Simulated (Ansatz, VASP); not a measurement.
Two plane-wave programs on CuSn3

Contents of INCAR:

```
ALGO     = Fast           # electronic algorithm
EDIFF    = 1E-6           # SCF threshold, eV
ENCUT    = 520            # plane-wave cutoff, eV
GGA      = PS             # functional
ISIF     = 2              # what is computed and relaxed
ISMEAR   = -1             # smearing method
LASPH    = T              # aspherical terms in the spheres
LCHARG   = T              # write CHGCAR
LELF     = T              # ELF
LREAL    = F              # projectors in reciprocal space
LVHAR    = T            
LWAVE    = F              # write WAVECAR
NBANDS   = 34             # bands
NELM     = 60             # most SCF steps
PREC     = Accurate       # precision mode
SIGMA    = 0.05           # smearing width, eV
```

KPOINTS

```
k-points
0
Gamma
  7 7 7
```

Contents of POSCAR:

```
CuSn3
1.0
   -2.2399030000      2.2399030000      5.0655321600
    2.2399030000     -2.2399030000      5.0655321600
    2.2399030000      2.2399030000     -5.0655321600
Sn Cu
3 1
Direct
    0.5000000000      0.5000000000      0.0000000000
    0.2500000000      0.7500000000      0.5000000000
    0.7500000000      0.2500000000      0.5000000000
    0.0000000000      0.0000000000      0.0000000000
```

The input input.yaml:

```yaml
crystal:
  lattice:
    - [-2.239903, 2.239903, 5.06553216]
    - [2.239903, -2.239903, 5.06553216]
    - [2.239903, 2.239903, -5.06553216]
  atoms:
    - { symbol: Sn, position: [0.5, 0.5, 0.0] }
    - { symbol: Sn, position: [0.25, 0.75, 0.5] }
    - { symbol: Sn, position: [0.75, 0.25, 0.5] }
    - { symbol: Cu, position: [0.0, 0.0, 0.0] }
hamiltonian:
  xc: pbesol
  pseudopotentials: { kind: paw }
kpoints:
  mp_grid: { grid: [7, 7, 7] }
  band_path:
    path:
      - [[0.0, 0.0, 0.0], [0.0, 0.0, 0.5], [-0.0977638449, 0.0977638449, 0.5], [-0.2988819224, 0.2988819224, 0.2988819224], [0.0, 0.0, 0.0], [0.5, 0.5, -0.5], [0.2988819224, 0.7011180776, -0.2988819224], [0.0, 0.5, 0.0], [0.25, 0.25, 0.25], [0.5, 0.5, -0.0977638449], [0.5, 0.5, -0.5]]
      - [[0.0, 0.0, 0.5], [0.25, 0.25, 0.25]]
    npoints: 14
scf:
  occupations: { method: fermi_dirac, width: 0.05 }
  n_extra_bands: 10
output:
  forces: true
  stress: true
  eigenvalues: true
  fatbands: false
```

Alike in both runs: functional PBEsol; k mesh 7 × 7 × 7; occupations fermi-dirac, width 0.05 eV; no spin polarisation.

```csv
,VASP,Ansatz
version,VASP 6.6.1,Ansatz 0.2.0
potentials or method,"VASP PAW PBE potentials, release 64 (Sn_d, Cu)",Ansatz PAW
plane-wave cutoff (eV),520,420
valence electrons in the cell,53,61
task,single point,band structure
```

|  | VASP | Ansatz | Ansatz less VASP |
| --- | --- | --- | --- |
| gap on the k mesh at the Fermi level (eV) | none | none | - |
| pressure (GPa) | -5.6 | -5.5 | +0.07 |
| traceless stress, the component that is largest in VASP (GPa) | 0.31 | 0.31 | +0.002 |

VASP's potentials were made for PBE, not for PBEsol. A gap of «none» marks a metal or a gap that the smearing closes. VASP's potentials hold 53 valence electrons a cell and Ansatz's 61, so a difference there can come from the potentials and not from the codes.
